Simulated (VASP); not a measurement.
# Ba (Immm) in VASP: notebook

The runs below take Ba through single point, with PBE.

Everything below comes from runs of VASP 6.6.1. Logs are shortened: lines on timing, memory, paths and dates and some standing lists are left out, and cuts for length are marked.

## Step 1: The cell of the first run

Symmetry: Immm, No. 71, orthorhombic system. Conventional cell: a = 4.560 Å, b = 4.583 Å, c = 6.465 Å, α = 90.00°, β = 90.00°, γ = 90.00°.

This isn't the form of Ba at room conditions, which is bcc.

## Step 2: Single point, PBE (strain +0.0050 x Voigt [0, 0, 0, 1, 0, 0])

File INCAR:

```
  PREC = Accurate
  ENCUT = 520
  EDIFF = 1E-6
  ISMEAR = 0
  SIGMA = 0.15
  LREAL = F
  LASPH = T
  NELM = 100
  ALGO = Fast
  ISIF = 2
  LWAVE = F
  LCHARG = F
  GGA = PE
  NBANDS = 11
```

File KPOINTS:

```
Automatic mesh
0
Gamma
  14 14 14
```

File POSCAR:

```
Ba
1.0
    0.0000000000      3.2407466653      3.2407466653
    3.2326650028      0.0080816625      3.2326650028
    3.2326650028      3.2326650028      0.0080816625
Ba
1
Direct
    0.0000000000      0.0000000000      0.0000000000
```

Potentials or basis: VASP PAW PBE potentials, release 64 (Ba_sv).

Started as:

```console
> cat potpaw_PBE.64/Ba_sv/POTCAR > POTCAR
> mpirun -np 1 vasp_std > vasp.out
```

OUTCAR:

```text
PREC = Accurate
   ENCUT = 520
   EDIFF = 1E-6
   ISMEAR = 0
   LREAL = F
   LASPH = T
   NELM = 100
   ISIF = 2
   GGA = PE

 ion  position               nearest neighbor table
   1  0.000  0.000  0.000-

  LATTYP: Found a body centered orthorhombic cell.
 ALAT       =     4.5602494929
 B/A-ratio  =     1.0050125313
 C/A-ratio  =     1.4177579573

  Lattice vectors:

 A1 = (  -3.2326650028,   3.2326650028,   0.0080816625)
 A2 = (  -3.2326650028,  -3.2326650028,  -0.0080816625)
 A3 = (   3.2326650028,   0.0080816625,   3.2326650028)

Analysis of symmetry for initial positions (statically):
=====================================================================
 Subroutine PRICEL returns:
 Original cell was already a primitive cell.

 Routine SETGRP: Setting up the symmetry group for a
 body centered orthorhombic supercell.

 Subroutine GETGRP returns: Found  8 space group operations
 (whereof  8 operations were pure point group operations)
 out of a pool of  8 trial point group operations.

The static configuration has the point symmetry D_2h.

Analysis of symmetry for dynamics (positions and initial velocities):
=====================================================================
 Subroutine PRICEL returns:
 Original cell was already a primitive cell.

 Routine SETGRP: Setting up the symmetry group for a
 body centered orthorhombic supercell.

 Subroutine GETGRP returns: Found  8 space group operations
 (whereof  8 operations were pure point group operations)
 out of a pool of  8 trial point group operations.

The dynamic configuration has the point symmetry D_2h.

 Subroutine INISYM returns: Found  8 space group operations
 (whereof  8 operations are pure point group operations),
 and found     1 'primitive' translations

----------------------------------------------------------------------------------------

                                     Primitive cell

  volume of cell :      67.5631

  direct lattice vectors                    reciprocal lattice vectors
     0.000000000  3.240746665  3.240746665    -0.154671146  0.154285432  0.154285432
     3.232665003  0.008081662  3.232665003     0.154671146 -0.155058793  0.155058793
     3.232665003  3.232665003  0.008081662     0.154671146  0.155058793 -0.155058793

  length of vectors
     4.583107886  4.571685833  4.571685833     0.267453085  0.268346086  0.268346086

  position of ions in fractional coordinates (direct lattice)
[... 83 lines left out ...]
   ISIF   =      2    stress and relaxation
   ISYM   =      2    0-nonsym 1-usesym 2-fastsym
   POTIM  = 0.5000    time-step for ionic-motion
   TEBEG  =    0.0;   TEEND  =   0.0 temperature during run
   PSTRESS=    0.0 pullay stress
   NELECT =      10.0000    total number of electrons
   NUPDOWN=      -1.0000    fix difference up-down
   EMIN   =  10.00;   EMAX   =-10.00  energy-range for DOS
   EFERMI =   0.00;   METHOD = LEGACY
   ISMEAR =     0;   SIGMA  =   0.15  broadening in eV -4-tet -1-fermi 0-gaus
   EFERMI_NEDOS =   21; number of points for ismear=-14 and -15
   IALGO  =     68    algorithm
   IMIX   =      4    mixing-type and parameters
     AMIX     =   0.40;   BMIX     =  1.00
     AMIX_MAG =   1.60;   BMIX_MAG =  1.00
  volume/ion in A,a.u.               =      67.56       455.94
  Fermi-wavevector in a.u.,A,eV,Ry     =   0.865974  1.636454 10.203167  0.749912
  Thomas-Fermi vector in A             =   1.984296
   LORBIT       =      0    0 simple, 1 ext, 2 COOP (PROOUT), +10 PAW based schemes
   GGA     = PE    functional components
   LHFCALC =     F    Hartree Fock is set to
   AEXX    =    0.0000 exact exchange contribution
   IVDW    =     0    specifies the selected vdW correction
   LEPSILON=     F    determine dielectric tensor
   LRPA    =     F    only Hartree local field effects (RPA)
 non-spin polarized calculation
 RMM-DIIS sequential band-by-band and
 Gauss-broadening in eV      SIGMA  =   0.15
  energy-cutoff  :      520.00
  volume of cell :       67.56
 maximum number of plane-waves:      1842
 NGX is ok and might be reduce to    36
   NGX = 17   NGY = 17   NGZ = 17

 number of electron      10.0000000 magnetization

 Free energy of the ion-electron system (eV)
  ---------------------------------------------------
  ext. energy  EPLUGINS =         0.00000000
  ---------------------------------------------------
  free energy    TOTEN  =        -1.89658558 eV

  energy without entropy =       -1.87782722  energy(sigma->0) =       -1.88720640

 E-fermi :   1.4758     XC(G=0):  -7.1889

 val. band max:        1.4695157233   @ k =   0.0000  -0.4286   0.4286
 cond. band min:       1.5014381466   @ k =  -0.3571   0.3571   0.2857
 fundamental gap:      0.0319224233
 Fermi energy:         1.4757975375

 k-point     1 :       0.0000    0.0000    0.0000
  band No.  band energies     occupation
      1     -27.5664      2.00000
      2     -12.5557      2.00000
      3     -12.5546      2.00000
      4     -12.5535      2.00000
      5      -1.2926      2.00000
      6       3.1373      0.00000
      7       3.1563      0.00000
      8       3.1759      0.00000
      9       4.5975      0.00000
     10       4.5975      0.00000
     11       7.2938      0.00000
[... 309 lines left out ...]
 k-point    24 :       0.0714    0.1429    0.0000
  band No.  band energies     occupation
      1     -27.5613      2.00000
      2     -12.6126      2.00000
      3     -12.5698      2.00000
      4     -12.5662      2.00000
      5      -0.9915      2.00000
      6       2.8058      0.00000
      7       3.2952      0.00000
      8       3.3168      0.00000
      9       4.1980      0.00000
     10       4.6462      0.00000
     11       7.9873      0.00000

 [... further k-points ...]

------------------------ aborting loop because EDIFF is reached ----------------------------------------

  FORCE on cell =-STRESS in cart. coord.  units (eV):
  Direction    XX          YY          ZZ          XY          YZ          ZX
  --------------------------------------------------------------------------------------
  -------------------------------------------------------------------------------------
  Total       -0.1533701     -0.1531014     -0.1531014      0.0000000     -0.0181195      0.0000000
  in kB       -3.6369872     -3.6306166     -3.6306166      0.0000000     -0.4296832      0.0000000
  external PRESSURE =      -3.6327401 kB  Pullay stress =       0.0000000 kB

 VOLUME and BASIS-vectors are now :
 -----------------------------------------------------------------------------
  energy-cutoff  :      520.00
  volume of cell :       67.56
      direct lattice vectors                 reciprocal lattice vectors
     0.000000000  3.240746665  3.240746665    -0.154671146  0.154285432  0.154285432
     3.232665003  0.008081662  3.232665003     0.154671146 -0.155058793  0.155058793
     3.232665003  3.232665003  0.008081662     0.154671146  0.155058793 -0.155058793

 POSITION                                       TOTAL-FORCE (eV/Angst)
 -----------------------------------------------------------------------------------
      0.00000      0.00000      0.00000         0.000000      0.000000      0.000000
 -----------------------------------------------------------------------------------
    total drift:                               -0.000000      0.000000      0.000000

  FREE ENERGIE OF THE ION-ELECTRON SYSTEM (eV)
  ---------------------------------------------------
  free  energy   TOTEN  =        -1.8965855846 eV

  energy  without entropy=       -1.8778272228  energy(sigma->0) =       -1.88720640
```

stdout:

```text
POSCAR found type information on POSCAR Ba
 POSCAR found :  1 types and       1 ions
 scaLAPACK will be used
 LDA part: xc-table for (Slater+PW92), standard interpolation
 POSCAR, INCAR and KPOINTS ok, starting setup
 FFT: planning ... GRIDC
 FFT: planning ... GRID_SOFT
 FFT: planning ... GRID
 WAVECAR not read
 entering main loop
WARNING in EDDRMM: call to ZHEGV failed, returncode =   6  3      7
```

Run time: 98 s. Hardware: 1 thread of Intel Xeon 6975P-C (Granite Rapids), shared host; peak memory 0.45 GiB.

What came out:

- Free energy: -1.8966 eV
- Pressure: -0.4 GPa
- Band gap on the k mesh: zero (bands 5 and 6 overlap by 0.18 eV)

Caveat: the cell differs from its parent crystal (strain +0.0050 x Voigt [0, 0, 0, 1, 0, 0]); spin-orbit coupling is left out, which moves the levels of the heavy elements.

## Step 3: Single point, PBE (strain +0.0175 x Voigt [0, 0, 0, 1, 0, 0])

File INCAR:

```
PREC = Accurate
ENCUT = 520
EDIFF = 1E-6
ISMEAR = 0
SIGMA = 0.15
LREAL = F
LASPH = T
NELM = 80
ALGO = Fast
ISIF = 2
LWAVE = F
LCHARG = F
GGA = PE
NBANDS = 11
```

File KPOINTS:

```
regular mesh
0
Gamma
  14 14 14
```

File POSCAR:

```
Ba
1.0
    0.0000000000      3.2609508216      3.2609508216
    3.2326650028      0.0282858188      3.2326650028
    3.2326650028      3.2326650028      0.0282858188
Ba
1
Direct
    0.0000000000      0.0000000000      0.0000000000
```

Potentials or basis: VASP PAW PBE potentials, release 64 (Ba_sv).

Started as:

```console
> cat potpaw_PBE.64/Ba_sv/POTCAR > POTCAR
> mpirun -np 1 vasp_std > vasp.out
```

OUTCAR:

```text
PREC = Accurate
   ENCUT = 520
   EDIFF = 1E-6
   ISMEAR = 0
   LREAL = F
   LASPH = T
   NELM = 80
   ISIF = 2
   GGA = PE

 ion  position               nearest neighbor table
   1  0.000  0.000  0.000-

  LATTYP: Found a body centered orthorhombic cell.
 ALAT       =     4.5316765010
 B/A-ratio  =     1.0176544767
 C/A-ratio  =     1.4266971626

  Lattice vectors:

 A1 = (  -3.2326650028,   3.2326650028,   0.0282858188)
 A2 = (  -3.2326650028,  -3.2326650028,  -0.0282858188)
 A3 = (   3.2326650028,   0.0282858188,   3.2326650028)

Analysis of symmetry for initial positions (statically):
=====================================================================
 Subroutine PRICEL returns:
 Original cell was already a primitive cell.

 Routine SETGRP: Setting up the symmetry group for a
 body centered orthorhombic supercell.

 Subroutine GETGRP returns: Found  8 space group operations
 (whereof  8 operations were pure point group operations)
 out of a pool of  8 trial point group operations.

The static configuration has the point symmetry D_2h.

Analysis of symmetry for dynamics (positions and initial velocities):
=====================================================================
 Subroutine PRICEL returns:
 Original cell was already a primitive cell.

 Routine SETGRP: Setting up the symmetry group for a
 body centered orthorhombic supercell.

 Subroutine GETGRP returns: Found  8 space group operations
 (whereof  8 operations were pure point group operations)
 out of a pool of  8 trial point group operations.

The dynamic configuration has the point symmetry D_2h.

 Subroutine INISYM returns: Found  8 space group operations
 (whereof  8 operations are pure point group operations),
 and found     1 'primitive' translations

[... 116 lines left out ...]
   LORBIT       =      0    0 simple, 1 ext, 2 COOP (PROOUT), +10 PAW based schemes
   GGA     = PE    functional components
   LHFCALC =     F    Hartree Fock is set to
   AEXX    =    0.0000 exact exchange contribution
   IVDW    =     0    specifies the selected vdW correction
   LEPSILON=     F    determine dielectric tensor
   LRPA    =     F    only Hartree local field effects (RPA)
 non-spin polarized calculation
 RMM-DIIS sequential band-by-band and
 Gauss-broadening in eV      SIGMA  =   0.15
  energy-cutoff  :      520.00
  volume of cell :       67.56
 maximum number of plane-waves:      1842
   NGX = 17   NGY = 17   NGZ = 17

 number of electron      10.0000000 magnetization

 Free energy of the ion-electron system (eV)
  ---------------------------------------------------
  ext. energy  EPLUGINS =         0.00000000
  ---------------------------------------------------
  free energy    TOTEN  =        -1.89608833 eV

  energy without entropy =       -1.87730473  energy(sigma->0) =       -1.88669653

 E-fermi :   1.4756     XC(G=0):  -7.1891

 val. band max:        1.4737264749   @ k =  -0.3571   0.3571   0.2857
 cond. band min:       1.4778231699   @ k =   0.0000  -0.4286   0.4286
 fundamental gap:      0.0040966950
 Fermi energy:         1.4755842681

 k-point     1 :       0.0000    0.0000    0.0000
  band No.  band energies     occupation
      1     -27.5664      2.00000
      2     -12.5582      2.00000
      3     -12.5546      2.00000
      4     -12.5504      2.00000
      5      -1.2923      2.00000
      6       3.0898      0.00000
      7       3.1531      0.00000
      8       3.2251      0.00000
      9       4.5994      0.00000
     10       4.5997      0.00000
     11       7.2935      0.00000
[... 309 lines left out ...]
 k-point    24 :       0.0714    0.1429    0.0000
  band No.  band energies     occupation
      1     -27.5612      2.00000
      2     -12.6121      2.00000
      3     -12.5704      2.00000
      4     -12.5669      2.00000
      5      -0.9888      2.00000
      6       2.8182      0.00000
      7       3.2705      0.00000
      8       3.3319      0.00000
      9       4.1890      0.00000
     10       4.6404      0.00000
     11       7.9917      0.00000

 [... further k-points ...]

------------------------ aborting loop because EDIFF is reached ----------------------------------------

  FORCE on cell =-STRESS in cart. coord.  units (eV):
  Direction    XX          YY          ZZ          XY          YZ          ZX
  --------------------------------------------------------------------------------------
  -------------------------------------------------------------------------------------
  Total       -0.1545120     -0.1513953     -0.1513953     -0.0000000     -0.0635299      0.0000000
  in kB       -3.6643257     -3.5904098     -3.5904098     -0.0000000     -1.5066409      0.0000000
  external PRESSURE =      -3.6150484 kB  Pullay stress =       0.0000000 kB

 VOLUME and BASIS-vectors are now :
 -----------------------------------------------------------------------------
  energy-cutoff  :      520.00
  volume of cell :       67.56
      direct lattice vectors                 reciprocal lattice vectors
     0.000000000  3.260950822  3.260950822    -0.154671146  0.153329513  0.153329513
     3.232665003  0.028285819  3.232665003     0.154671146 -0.156036465  0.156036465
     3.232665003  3.232665003  0.028285819     0.154671146  0.156036465 -0.156036465

 POSITION                                       TOTAL-FORCE (eV/Angst)
 -----------------------------------------------------------------------------------
      0.00000      0.00000      0.00000         0.000000      0.000000     -0.000000
 -----------------------------------------------------------------------------------
    total drift:                               -0.000000      0.000000      0.000000

  FREE ENERGIE OF THE ION-ELECTRON SYSTEM (eV)
  ---------------------------------------------------
  free  energy   TOTEN  =        -1.8960883288 eV

  energy  without entropy=       -1.8773047322  energy(sigma->0) =       -1.88669653
```

OSZICAR:

```text
N       E                     dE             d eps       ncg     rms          rms(c)
DAV:   1     0.563924714916E+02    0.56392E+02   -0.41480E+03  9416   0.739E+02
DAV:   2     0.104519959185E+01   -0.55347E+02   -0.53881E+02 11317   0.135E+02
DAV:   3    -0.179997644752E+01   -0.28452E+01   -0.28259E+01 12189   0.322E+01
DAV:   4    -0.189447638554E+01   -0.94500E-01   -0.94302E-01 12269   0.537E+00
DAV:   5    -0.189719616005E+01   -0.27198E-02   -0.27195E-02 12547   0.748E-01    0.150E+00
RMM:   6    -0.189624966859E+01    0.94649E-03   -0.26364E-03  9851   0.523E-01    0.901E-01
RMM:   7    -0.189593639518E+01    0.31327E-03   -0.64373E-03 10419   0.949E-01    0.445E-02
RMM:   8    -0.189605994524E+01   -0.12355E-03   -0.75460E-04 12632   0.173E-01    0.172E-02
RMM:   9    -0.189608607077E+01   -0.26126E-04   -0.16846E-04 14580   0.626E-02    0.109E-02
RMM:  10    -0.189608828989E+01   -0.22191E-05   -0.22303E-05 13423   0.303E-02    0.514E-03
RMM:  11    -0.189608832877E+01   -0.38881E-07   -0.50848E-06 11744   0.117E-02
   1 F= -.18960883E+01 E0= -.18866965E+01  d E =-.187836E-01
```

Run time: 99 s. Hardware: 1 thread of Intel Xeon 6975P-C (Granite Rapids), shared host; peak memory 0.45 GiB.

Results:

* Free energy: -1.8961 eV
* Pressure: -0.4 GPa
* Band gap on the k mesh: zero (bands 5 and 6 overlap by 0.21 eV)

Caveat: the cell differs from its parent crystal (strain +0.0175 x Voigt [0, 0, 0, 1, 0, 0]); spin-orbit coupling is left out, which moves the levels of the heavy elements.

(Continued in part 2 of 2.)
